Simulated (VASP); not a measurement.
Wanted: the native input for a VASP 6.6.1 run.

* Task: single point
* Functional: PBE
* Potentials or basis: VASP PAW PBE potentials, release 64 (Si, B)
* Cutoff: 500 eV
* k mesh: 5 × 5 × 4
* Occupations: gaussian, width 0.2 eV
* Spin: no spin polarisation
* Dipole correction: no
* Further INCAR settings: ALGO = Normal; EDIFF = 1e-06; NBANDS = 16

The structure of Si2B3 lies in POSCAR:

```
Si2B3
1.0
    3.3602359629      0.0000000027      0.0000000000
   -1.6801179838      2.9100497053      0.0000000000
    0.0000000000      0.0000000000      5.8903565544
Si B
2 3
Direct
    0.6666666667      0.3333333333      0.5000000000
    0.3333333333      0.6666666667      0.0000000000
    0.0000000000      0.0000000000      0.6449899026
    0.0000000000      0.0000000000      0.3550100974
    0.6666666667      0.3333333333      0.0000000000
```

These files were run (other wordings do the same):

INCAR

```
ALGO = Normal
EDIFF = 1E-6
ENCUT = 500
GGA = PE
GGA_COMPAT = False
ISIF = 2
ISMEAR = 0
LASPH = True
LCHARG = False
LREAL = False
LWAVE = False
NBANDS = 16
NELM = 120
PREC = Accurate
SIGMA = 0.2
```

KPOINTS

```
k-points
0
Gamma
  5 5 4
```

Potentials or basis: VASP PAW PBE potentials, release 64 (Si, B).

Run with:

```bash
$ cat potpaw_PBE.64/Si/POTCAR potpaw_PBE.64/B/POTCAR > POTCAR
$ mpirun -np 1 vasp_std > vasp.out
```

Results of the run:

The pressure is 0.1 GPa and the largest force is 0.026 eV/Å.

Caveat: the k points lie up to 0.43 Å⁻¹ apart.

Wall time 16 s on 1 thread of AMD EPYC 7R13 Processor (Zen 3) (shared host), peak memory 0.15 GiB.
